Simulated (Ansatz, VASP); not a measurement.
**One calculation of ZnS, two programs**

The input POSCAR:

```
ZnS
1.0
    0.0000000000     -2.7046500000     -2.7046500000
    0.0000000000      2.7046500000     -2.7046500000
    5.4093000000      0.0000000000      0.0000000000
Zn S
2 2
Direct
    0.5196080856      0.5000000000      0.5000000000
   -0.0196080856      0.0000000000      0.0000000000
    0.0119330982      0.5000000000      0.2500000000
    0.4880669018      0.0000000000      0.7500000000
```

INCAR.step1

```
PREC = Accurate ; ENCUT = 520
ISMEAR = 0 ; SIGMA = 0.05
LREAL = False ; LASPH = True
NELM = 80 ; NBANDS = 26
GGA = PE ; ALGO = Normal
EDIFF = 1E-4 ; LWAVE = True
LCHARG = False
```

The input INCAR.step2:

```
PREC = Accurate ; ENCUT = 520
EDIFF = 1E-6 ; ISMEAR = 0
SIGMA = 0.05 ; LREAL = False
LASPH = True ; NELM = 80
ALGO = Normal ; ISIF = 2
LWAVE = False ; LCHARG = True
METAGGA = R2SCAN ; LMIXTAU = True
LELF = True ; LVHAR = True
NBANDS = 26 ; ISTART = 1
```

Contents of KPOINTS:

```
Automatic mesh
0
Gamma
  6 6 4
```

Input for Ansatz:

```yaml
crystal:
  lattice:
    - [0.0, -2.70465, -2.70465]
    - [0.0, 2.70465, -2.70465]
    - [5.4093, 0.0, 0.0]
  atoms:
    - { symbol: Zn, position: [0.5196080856, 0.5, 0.5] }
    - { symbol: Zn, position: [-0.0196080856, 0.0, 0.0] }
    - { symbol: S, position: [0.0119330982, 0.5, 0.25] }
    - { symbol: S, position: [0.4880669018, 0.0, 0.75] }
basis:
  ecutwfc: 500
kpoints:
  mp_grid: { grid: [6, 6, 4] }
hamiltonian:
  xc: r2scan
scf:
  occupations: { method: gaussian, width: 0.05 }
output:
  forces: true
  stress: true
  eigenvalues: true
```

Change from the starting cell: mode 4 (93.6 1/cm) frozen in, largest displacement +0.075 Å.

Alike in both runs: task single point; functional r2SCAN; k mesh 6 × 6 × 4; occupations gaussian, width 0.05 eV; no spin polarisation.

```csv
,VASP,Ansatz
version,VASP 6.6.1,Ansatz 0.2.0
potentials or method,"VASP PAW PBE potentials, release 64 (Zn, S), cutoff 520 eV","scalar-relativistic, plane waves, PAW"
valence electrons in the cell,36,36
```

```csv
,VASP,Ansatz,Ansatz less VASP
gap on the k mesh at the Fermi level (eV),2.65,2.64,-0.010
least direct gap on the mesh (eV),2.65,2.64,-0.010
pressure (GPa),-0.8,-0.9,-0.10
"traceless stress, the component that is largest in VASP (GPa)",0.08,0.08,0.000
rms of the force components (eV/Å),0.068,0.069,+0.0017
```

VASP's potentials were made for PBE, not for r2SCAN. Atom by atom the forces differ by 0.002 eV/Å (rms over components).
